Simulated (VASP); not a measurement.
Here is a VASP 6.6.1 calculation.

INCAR

```
SYSTEM = Pb
  PREC = Accurate
  ENCUT = 520
  EDIFF = 1E-6
  ISMEAR = -1
  SIGMA = 0.1
  LREAL = .False.
  LASPH = .True.
  NELM = 100
  ALGO = Normal
  ISIF = 2
  LWAVE = .False.
  LCHARG = .False.
  GGA = PE
  NBANDS = 13
```

File KPOINTS:

```
regular mesh
0
Gamma
  13 13 12
  0 0 0
```

The input POSCAR:

```
Pb
1.0
    3.3092589299      0.0000000000      0.0000000000
   -1.6546294649      2.8659023010      0.0000000000
    0.0000000000      0.0000000000      3.1523670486
Pb
1
Direct
    0.0000000000      0.0000000000      0.0000000000
```

Potentials or basis: VASP PAW PBE potentials, release 64 (Pb_d).

Launch:

```console
$ cat potpaw_PBE.64/Pb_d/POTCAR > POTCAR
$ mpirun -np 1 vasp_std > vasp.out
```

Problem. Estimate the band gap on the k mesh.

Solution. Zero (band 7 reaches 12.37 eV, above the bottom of band 8 at 5.55 eV).

Problem. Predict the pressure.

Solution. 4.8 GPa.

Caveat: spin-orbit coupling is left out, which moves the levels of the heavy elements.
